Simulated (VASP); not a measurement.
# W (Im-3m) in VASP: a series of runs

The runs below take W through single point, with r2SCAN, BHLYP, HSE06.

Program: VASP 6.6.1. These are calculated values, not measurements. Logs are shortened: lines on timing, memory, paths and dates and some standing lists are left out, and cuts for length are marked.

### Step 1. The cell of the first run

Symmetry: Im-3m, No. 229, cubic system. Conventional cell: a = 3.206 Å, b = 3.206 Å, c = 3.206 Å, α = 90.00°, β = 90.00°, γ = 90.00°. W (site symmetry m-3m) has 14 W at 2.78 to 3.21 Å within 3.7 Å.

### Step 2. Single point, r2SCAN (16.48 Å³/atom)

File POSCAR:

```
W
1.0
   -1.6031677168      1.6031677168      1.6031677168
    1.6031677168     -1.6031677168      1.6031677168
    1.6031677168      1.6031677168     -1.6031677168
W
1
Direct
    0.0000000000      0.0000000000      0.0000000000
```

File INCAR.step1:

```
SYSTEM = W
PREC = Accurate
ENCUT = 550
ISMEAR = -1
SIGMA = 0.05
LREAL = .FALSE.
LASPH = .TRUE.
NELM = 120
NBANDS = 13
GGA = PE
ALGO = Normal
EDIFF = 1E-5
LWAVE = .TRUE.
LCHARG = .FALSE.
GGA_COMPAT = .FALSE.
```

File INCAR.step2:

```
SYSTEM = W
PREC = Accurate
ENCUT = 550
EDIFF = 1E-6
ISMEAR = -1
SIGMA = 0.05
LREAL = .FALSE.
LASPH = .TRUE.
NELM = 120
ALGO = Normal
ISIF = 2
LWAVE = .FALSE.
LCHARG = .FALSE.
METAGGA = R2SCAN
LMIXTAU = .TRUE.
NBANDS = 13
ISTART = 1
GGA_COMPAT = .FALSE.
```

File KPOINTS:

```
regular mesh
0
G
  12 12 12
  0 0 0
```

Potentials or basis: VASP PAW PBE potentials, release 64 (W_sv).

Command:

```sh
> cat potpaw_PBE.64/W_sv/POTCAR > POTCAR
> cp INCAR.step1 INCAR
> mpirun -np 1 vasp_std > vasp.out
> cp INCAR.step2 INCAR
> mpirun -np 1 vasp_std > vasp.out
```

OUTCAR:

```text
SYSTEM = W
   PREC = Accurate
   ENCUT = 550
   EDIFF = 1E-6
   ISMEAR = -1
   LREAL = .FALSE.
   LASPH = .TRUE.
   NELM = 120
   ISIF = 2
   METAGGA = R2SCAN
   ISTART = 1

 ion  position               nearest neighbor table
   1  0.000  0.000  0.000-

  LATTYP: Found a body centered cubic cell.
 ALAT       =     3.2063354336

  Lattice vectors:

 A1 = (  -1.6031677168,   1.6031677168,   1.6031677168)
 A2 = (   1.6031677168,  -1.6031677168,   1.6031677168)
 A3 = (   1.6031677168,   1.6031677168,  -1.6031677168)

Analysis of symmetry for initial positions (statically):
=====================================================================
 Subroutine PRICEL returns:
 Original cell was already a primitive cell.

 Routine SETGRP: Setting up the symmetry group for a
 body centered cubic supercell.

 Subroutine GETGRP returns: Found 48 space group operations
 (whereof 48 operations were pure point group operations)
 out of a pool of 48 trial point group operations.

The static configuration has the point symmetry O_h .

Analysis of symmetry for dynamics (positions and initial velocities):
=====================================================================
 Subroutine PRICEL returns:
 Original cell was already a primitive cell.

 Routine SETGRP: Setting up the symmetry group for a
 body centered cubic supercell.

 Subroutine GETGRP returns: Found 48 space group operations
 (whereof 48 operations were pure point group operations)
 out of a pool of 48 trial point group operations.

The dynamic configuration has the point symmetry O_h .

 Subroutine INISYM returns: Found 48 space group operations
 (whereof 48 operations are pure point group operations),
 and found     1 'primitive' translations

----------------------------------------------------------------------------------------

                                     Primitive cell

  volume of cell :      16.4815

  direct lattice vectors                    reciprocal lattice vectors
    -1.603167717  1.603167717  1.603167717     0.000000000  0.311882528  0.311882528
     1.603167717 -1.603167717  1.603167717     0.311882528  0.000000000  0.311882528
     1.603167717  1.603167717 -1.603167717     0.311882528  0.311882528  0.000000000

  length of vectors
     2.776767939  2.776767939  2.776767939     0.441068501  0.441068501  0.441068501

  position of ions in fractional coordinates (direct lattice)
     0.000000000  0.000000000  0.000000000

  ion indices of the primitive-cell ions
   primitive index   ion index
                 1           1

----------------------------------------------------------------------------------------

 KPOINTS: regular mesh

Automatic generation of k-mesh.
 Grid dimensions read from file:
 generate k-points for:   12   12   12

 Generating k-lattice:

  Cartesian coordinates                     Fractional coordinates (reciprocal lattice)
     0.000000000  0.025990211  0.025990211     0.083333333  0.000000000  0.000000000
     0.025990211  0.000000000  0.025990211     0.000000000  0.083333333  0.000000000
     0.025990211  0.025990211  0.000000000     0.000000000  0.000000000  0.083333333

  Length of vectors
     0.036755708  0.036755708  0.036755708

  Shift w.r.t. Gamma in fractional coordinates (k-lattice)
     0.000000000  0.000000000  0.000000000

 Subroutine IBZKPT returns following result:
 ===========================================

 Found     72 irreducible k-points:

 Following reciprocal coordinates:
            Coordinates               Weight
  0.000000  0.000000  0.000000      1.000000
  0.083333  0.000000  0.000000     12.000000
  0.166667  0.000000  0.000000     12.000000
  0.250000  0.000000  0.000000     12.000000
  0.333333  0.000000  0.000000     12.000000
  0.416667  0.000000  0.000000     12.000000
[... 16 lines left out ...]
  0.333333  0.083333  0.083333     24.000000
  0.416667  0.083333  0.083333     12.000000
 [... further k-points ...]
   k-points           NKPTS =     72   k-points in BZ     NKDIM =     72   number of bands    NBANDS=     13
   number of dos      NEDOS =    301   number of ions     NIONS =      1
   total plane-waves  NPLWV =  13824
   dimension x,y,z NGX =    24 NGY =   24 NGZ =   24
   dimension x,y,z NGXF=    48 NGYF=   48 NGZF=   48
   ions per type =               1
   NGX,Y,Z   is equivalent  to a cutoff of  14.37, 14.37, 14.37 a.u.
   NGXF,Y,Z  is equivalent  to a cutoff of  28.74, 28.74, 28.74 a.u.
 SYSTEM =  W
   PREC   = accura    normal or accurate (medium, high low for compatibility)
   ISTART =      1    job   : 0-new  1-cont  2-samecut
   ICHARG =      0    charge: 1-file 2-atom 10-const
   ISPIN  =      1    spin polarized calculation?
   LNONCOLLINEAR =      F non collinear calculations
   LSORBIT =      F    spin-orbit coupling
   LASPH  =      T    aspherical Exc in radial PAW
   ENCUT  =  550.0 eV  40.42 Ry    6.36 a.u.   5.31  5.31  5.31*2*pi/ulx,y,z
   NELM   =    120;   NELMIN=  2; NELMDL=  0     # of ELM steps
   EDIFF  = 0.1E-05   stopping-criterion for ELM
   LREAL  =      F    real-space projection
   EDIFFG = 0.1E-04   stopping-criterion for IOM
   NSW    =      0    number of steps for IOM
   IBRION =     -1    ionic relax: 0-MD 1-quasi-New 2-CG
   NFREE  =      0    steps in history (QN), initial steepest desc. (CG)
   ISIF   =      2    stress and relaxation
   ISYM   =      2    0-nonsym 1-usesym 2-fastsym
   POTIM  = 0.5000    time-step for ionic-motion
   TEBEG  =    0.0;   TEEND  =   0.0 temperature during run
   PSTRESS=    0.0 pullay stress
   NELECT =      14.0000    total number of electrons
   NUPDOWN=      -1.0000    fix difference up-down
   EMIN   =  10.00;   EMAX   =-10.00  energy-range for DOS
   EFERMI =   0.00;   METHOD = LEGACY
   ISMEAR =    -1;   SIGMA  =   0.05  broadening in eV -4-tet -1-fermi 0-gaus
   EFERMI_NEDOS =   21; number of points for ismear=-14 and -15
   IALGO  =     38    algorithm
   IMIX   =      4    mixing-type and parameters
     AMIX     =   0.40;   BMIX     =  1.00
     AMIX_MAG =   1.60;   BMIX_MAG =  1.00
  volume/ion in A,a.u.               =      16.48       111.22
  Fermi-wavevector in a.u.,A,eV,Ry     =   1.550429  2.929886 32.706094  2.403830
  Thomas-Fermi vector in A             =   2.655094
   LORBIT       =      0    0 simple, 1 ext, 2 COOP (PROOUT), +10 PAW based schemes
   METAGGA = R2SCAN    functional components
   LHFCALC =     F    Hartree Fock is set to
   AEXX    =    0.0000 exact exchange contribution
   IVDW    =     0    specifies the selected vdW correction
   LEPSILON=     F    determine dielectric tensor
   LRPA    =     F    only Hartree local field effects (RPA)
 non-spin polarized calculation
  energy-cutoff  :      550.00
  volume of cell :       16.48
 maximum number of plane-waves:       496
 NGX is ok and might be reduce to    24
   NGX = 11   NGY = 11   NGZ = 11

 number of electron      14.0000001 magnetization

 Free energy of the ion-electron system (eV)
  ---------------------------------------------------
  ext. energy  EPLUGINS =         0.00000000
  ---------------------------------------------------
  free energy    TOTEN  =       -51.34263325 eV

  energy without entropy =      -51.33972829  energy(sigma->0) =      -51.34118077

 E-fermi :  10.6003     XC(G=0): -14.7104

 val. band max:       10.5088643823   @ k =   0.0833   0.0833   0.0000
 cond. band min:      10.6256585938   @ k =  -0.2500   0.3333   0.1667
 fundamental gap:      0.1167942115
 Fermi energy:        10.6002737089

 k-point     1 :       0.0000    0.0000    0.0000
  band No.  band energies     occupation
      1     -65.4458      2.00000
      2     -28.3618      2.00000
      3     -28.3618      2.00000
      4     -28.3618      2.00000
      5       0.8265      2.00000
      6       9.5109      2.00000
      7       9.5109      2.00000
      8       9.5109      2.00000
      9      13.2043      0.00000
     10      13.2044      0.00000
     11      25.9045      0.00000
     12      25.9045      0.00000
     13      25.9045      0.00000

 k-point     2 :       0.0833    0.0000    0.0000
  band No.  band energies     occupation
      1     -65.4374      2.00000
      2     -28.4486      2.00000
      3     -28.3889      2.00000
      4     -28.3621      2.00000
      5       1.1589      2.00000
      6       9.3113      2.00000
      7       9.4573      2.00000
      8       9.8305      2.00000
      9      12.9043      0.00000
     10      13.2057      0.00000
     11      26.1701      0.00000
     12      26.4724      0.00000
     13      26.6512      0.00000

 k-point     3 :       0.1667    0.0000    0.0000
  band No.  band energies     occupation
      1     -65.4142      2.00000
      2     -28.6810      2.00000
      3     -28.4625      2.00000
      4     -28.3630      2.00000
      5       2.0740      2.00000
      6       8.8082      2.00000
      7       9.2061      2.00000
      8      10.7654      0.07102
      9      12.4867      0.00000
     10      13.2427      0.00000
     11      26.5802      0.00000
     12      28.0162      0.00000
     13      28.0693      0.00000

 k-point     4 :       0.2500    0.0000    0.0000
  band No.  band energies     occupation
      1     -65.3824      2.00000
      2     -28.9878      2.00000
      3     -28.5615      2.00000
      4     -28.3644      2.00000
      5       3.2788      2.00000
      6       8.1996      2.00000
      7       8.8696      2.00000
      8      12.2350      0.00000
      9      12.5131      0.00000
     10      13.3757      0.00000
     11      25.9952      0.00000
     12      27.4684      0.00000
     13      30.4563      0.00000

 k-point     5 :       0.3333    0.0000    0.0000
  band No.  band energies     occupation
      1     -65.3506      2.00000
      2     -29.2834      2.00000
      3     -28.6589      2.00000
      4     -28.3658      2.00000
      5       4.1805      2.00000
      6       7.6590      2.00000
      7       9.1543      2.00000
      8      12.8428      0.00000
      9      13.6204      0.00000
     10      14.0674      0.00000
     11      24.4963      0.00000
     12      25.0304      0.00000
     13      32.0649      0.00000
[... 257 lines left out ...]
 k-point    22 :       0.2500    0.0833    0.0833
  band No.  band energies     occupation
      1     -65.3447      2.00000
      2     -29.2913      2.00000
      3     -28.6660      2.00000
      4     -28.4398      2.00000
      5       4.8326      2.00000
      6       7.5097      2.00000
      7       8.3558      2.00000
      8      13.0197      0.00000
      9      13.6807      0.00000
     10      15.3995      0.00000
     11      24.5641      0.00000
     12      25.1077      0.00000
     13      28.6333      0.00000

 k-point    23 :       0.3333    0.0833    0.0833
  band No.  band energies     occupation
      1     -65.3239      2.00000
      2     -29.4374      2.00000
      3     -28.7699      2.00000
      4     -28.4456      2.00000
      5       5.0915      2.00000
      6       7.2113      2.00000
      7       9.4577      2.00000
      8      13.2349      0.00000
      9      13.9512      0.00000
     10      17.1869      0.00000
     11      21.8521      0.00000
     12      23.8549      0.00000
     13      27.4153      0.00000

 k-point    24 :       0.4167    0.0833    0.0833
  band No.  band energies     occupation
      1     -65.3163      2.00000
      2     -29.4889      2.00000
      3     -28.8090      2.00000
      4     -28.4477      2.00000
      5       5.0805      2.00000
      6       7.1099      2.00000
      7      10.2121      1.99915
      8      13.2673      0.00000
      9      14.0607      0.00000
     10      17.9915      0.00000
     11      20.7007      0.00000
     12      23.3900      0.00000
     13      26.8428      0.00000

 [... further k-points ...]

------------------------ aborting loop because EDIFF is reached ----------------------------------------

  FORCE on cell =-STRESS in cart. coord.  units (eV):
  Direction    XX          YY          ZZ          XY          YZ          ZX
  --------------------------------------------------------------------------------------
  -------------------------------------------------------------------------------------
  Total       -0.9570148     -0.9570148     -0.9570148      0.0000000      0.0000000     -0.0000000
  in kB      -93.0320070    -93.0320070    -93.0320070      0.0000000      0.0000000     -0.0000000
  external PRESSURE =     -93.0320070 kB  Pullay stress =       0.0000000 kB

 VOLUME and BASIS-vectors are now :
 -----------------------------------------------------------------------------
  energy-cutoff  :      550.00
  volume of cell :       16.48
      direct lattice vectors                 reciprocal lattice vectors
    -1.603167717  1.603167717  1.603167717     0.000000000  0.311882528  0.311882528
     1.603167717 -1.603167717  1.603167717     0.311882528  0.000000000  0.311882528
     1.603167717  1.603167717 -1.603167717     0.311882528  0.311882528  0.000000000

 POSITION                                       TOTAL-FORCE (eV/Angst)
 -----------------------------------------------------------------------------------
      0.00000      0.00000      0.00000         0.000000      0.000000     -0.000000
 -----------------------------------------------------------------------------------
    total drift:                                0.000000      0.000000      0.000000

  FREE ENERGIE OF THE ION-ELECTRON SYSTEM (eV)
  ---------------------------------------------------
  free  energy   TOTEN  =       -51.3426332538 eV

  energy  without entropy=      -51.3397282867  energy(sigma->0) =      -51.34118077
```

Run time: 20 s. Hardware: 1 thread of Intel Xeon 6975P-C (Granite Rapids), shared host; peak memory 0.15 GiB.

What came out:

| Item | Value |
| --- | --- |
| Free energy | -51.3426 eV |
| Pressure | -9.3 GPa |
| Band gap on the k mesh | zero (bands 7 and 8 overlap by 6.27 eV) |

Levels at points of the mesh, in eV from the Fermi level:
```tsv
k point	band 5	band 6	band 7	band 8	band 9	band 10
(0.00, 0.00, 0.00)	-9.77	-1.09	-1.09	-1.09	2.60	2.60
(0.50, 0.00, 0.00)	-6.17	-3.43	0.53	2.42	3.42	6.12
(0.50, 0.50, 0.50)	-5.56	-5.56	5.18	5.18	5.18	8.36
```

Caveat: the cell stands under tension; the PAW data sets were made with another functional, which shifts forces and pressure a little; spin-orbit coupling is left out, which moves the levels of the heavy elements.

### Step 3. Single point, BHLYP

This run uses another cell than the first one, of 15.85 Å³/atom.

File POSCAR:

```
W
1.0
   -1.5823450000      1.5823450000      1.5823450000
    1.5823450000     -1.5823450000      1.5823450000
    1.5823450000      1.5823450000     -1.5823450000
W
1
Direct
    0.0000000000      0.0000000000      0.0000000000
```

File INCAR.step1:

```
SYSTEM = W
PREC     = Accurate       ! precision mode
ENCUT    = 520            ! plane-wave cutoff, eV
EDIFF    = 1E-5           ! SCF threshold, eV
ISMEAR   = -1             ! smearing method
SIGMA    = 0.05           ! smearing width, eV
LREAL    = .False.        ! projectors in reciprocal space
LASPH    = .True.         ! aspherical terms in the spheres
NELM     = 100            ! most SCF steps
ALGO     = Normal         ! electronic algorithm
ISIF     = 2              ! what is computed and relaxed
LWAVE    = .True.         ! write WAVECAR
LCHARG   = .False.        ! write CHGCAR
GGA      = PE             ! functional
NBANDS   = 13             ! bands
```

File INCAR.step2:

```
SYSTEM = W
PREC     = Accurate       ! precision mode
ENCUT    = 520            ! plane-wave cutoff, eV
EDIFF    = 1E-7           ! SCF threshold, eV
ISMEAR   = -1             ! smearing method
SIGMA    = 0.05           ! smearing width, eV
LREAL    = .False.        ! projectors in reciprocal space
LASPH    = .True.         ! aspherical terms in the spheres
NELM     = 100            ! most SCF steps
ALGO     = Normal         ! electronic algorithm
ISIF     = 2              ! what is computed and relaxed
LWAVE    = .False.        ! write WAVECAR
LCHARG   = .False.        ! write CHGCAR
GGA      = B5             ! functional
LHFCALC  = .True.         ! exact exchange
AEXX     = 0.5            ! exact-exchange fraction
ALDAX    = 0.5          
AGGAX    = 0.5          
AGGAC    = 1.0          
ALDAC    = 0.0          
PRECFOCK = Normal       
ISTART   = 1            
NBANDS   = 13             ! bands
```

File KPOINTS:

```
regular mesh
0
Gamma
  6 6 6
  0 0 0
```

Potentials or basis: VASP PAW PBE potentials, release 64 (W_sv).

Command:

```sh
> cat potpaw_PBE.64/W_sv/POTCAR > POTCAR
> cp INCAR.step1 INCAR
> mpirun -np 1 vasp_std > vasp.out
> cp INCAR.step2 INCAR
> mpirun -np 1 vasp_std > vasp.out
```

Wall time 30 min (1 thread of AMD EPYC, shared host); peak memory 0.11 GiB.

Results (log left out):

* Free energy: -17.9749 eV
* Pressure: 0.1 GPa
* Band gap on the k mesh: zero (bands 7 and 8 overlap by 10.09 eV)

Levels at points of the mesh, in eV from the Fermi level:
```
           k point  band 5  band 6  band 7  band 8  band 9  band 10
(0.00, 0.00, 0.00)  -12.86   -2.78   -2.78   -2.78    4.65     4.65
(0.50, 0.00, 0.00)   -8.82   -5.69    0.79    4.42    5.54     8.34
(0.50, 0.50, 0.50)   -7.97   -7.97    7.31    7.31    7.31    10.60
```

Caveat: the k points lie up to 0.47 Å⁻¹ apart, too coarse for converged energies and pressures of a metal; the PAW data sets were made with another functional, which shifts forces and pressure a little; spin-orbit coupling is left out, which moves the levels of the heavy elements.

[end of part 1 of 2]

The gap in the log of VASP goes by the Fermi energy; the results here count the filled bands.